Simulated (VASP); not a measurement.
A run of VASP 6.6.1 is set up as follows.

INCAR

```
SYSTEM = WC
ALGO     = Normal         ! electronic algorithm
EDIFF    = 1E-6           ! SCF threshold, eV
EDIFFG   = -0.005         ! ionic threshold
ENCUT    = 600            ! plane-wave cutoff, eV
GGA      = PE             ! functional
IBRION   = 2              ! ionic algorithm
ISIF     = 3              ! what is computed and relaxed
ISMEAR   = -1             ! smearing method
LASPH    = .TRUE.         ! aspherical terms in the spheres
LCHARG   = .FALSE.        ! write CHGCAR
LREAL    = .FALSE.        ! projectors in reciprocal space
LWAVE    = .FALSE.        ! write WAVECAR
NELM     = 80             ! most SCF steps
NSW      = 60             ! ionic steps
PREC     = Accurate       ! precision mode
PSTRESS  = 1500.0       
SIGMA    = 0.08           ! smearing width, eV
```

KPOINTS

```
k-points
0
G
  17 17 15
  0 0 0
```

The input POSCAR:

```
WC
1.0
    2.6828610831      0.0000000000      0.0000000000
   -1.3414305416      2.3234258528      0.0000000000
    0.0000000000      0.0000000000      2.6292038615
W C
1 1
Direct
    0.0000000000      0.0000000000      0.0000000000
    0.3333333333      0.6666666667      0.5000000000
```

Potentials or basis: VASP PAW PBE potentials, release 64 (W_sv, C).

Launch:

```console
$ cat potpaw_PBE.64/W_sv/POTCAR potpaw_PBE.64/C/POTCAR > POTCAR
$ mpirun -np 1 vasp_std > vasp.out
```

Question: What does it give for the band gap on the k mesh?

Answer: Zero (bands 9 and 10 overlap by 1.72 eV).

Question: Predict the relaxed volume.

Answer: 8.32 Å³/atom.

Question: Predict the relaxed cell.

Answer: a = 2.685 Å, b = 2.685 Å, c = 2.665 Å, α = 90.00°, β = 90.00°, γ = 120.00°.

Question: Predict the space group after relaxing (to 0.1 Å).

Answer: P-6m2 (No. 187).

Final structure:
```
CELL_PARAMETERS angstrom
2.68507 0.00000 0.00000
-1.34253 2.32534 0.00000
0.00000 0.00000 2.66532
ATOMIC_POSITIONS crystal
W 0.00000 0.00000 0.00000
C 0.33333 0.66667 0.50000
```

Caveat: the cell is relaxed towards a set pressure, so the run minimises the enthalpy, not the energy; spin-orbit coupling is left out, which moves the levels of the heavy elements.
